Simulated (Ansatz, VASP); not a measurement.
## One calculation of TaN, two programs

```xyz
6
Lattice="5.2304 0.0000 0.0000 -2.6152 4.5297 0.0000 0.0000 0.0000 2.9303" Properties=species:S:1:pos:R:3 pbc="T T T"
Ta    0.0000    3.0198    1.4651
Ta    2.6152    1.5099    1.4651
Ta    0.0000    0.0000    0.0000
N     2.0548    0.0000    0.0000
N     1.5878    2.7502    0.0000
N    -1.0274    1.7795    0.0000
```

Change from the starting cell: volume scaled by 1.02.

Alike in both runs: task single point; functional PBEsol; k mesh 6 × 6 × 9; occupations fermi-dirac, width 0.01 eV; no spin polarisation.

|  | VASP | Ansatz |
| --- | --- | --- |
| version | VASP 6.6.1 | Ansatz 0.2.0 |
| potentials or method | VASP PAW PBE potentials, release 64 (Ta_pv, N), cutoff 520 eV | all-electron LAPW, scalar-relativistic |

VASP gave:

| Property | Result |
| --- | --- |
| pressure (GPa) | -9.1 |
| traceless stress, the component that is largest in VASP (GPa) | -1.33 |
| rms of the force components (eV/Å) | 0.023 |

Q: What did Ansatz give for the same quantities?

A: Pressure (GPa): -9.8; traceless stress, the component that is largest in VASP (GPa): -1.11; rms of the force components (eV/Å): 0.030.

VASP's potentials were made for PBE, not for PBEsol. Atom by atom the forces differ by 0.007 eV/Å (rms over components). Ansatz ran all-electron here, and VASP with PAW potentials.

Spin-orbit coupling is off throughout.
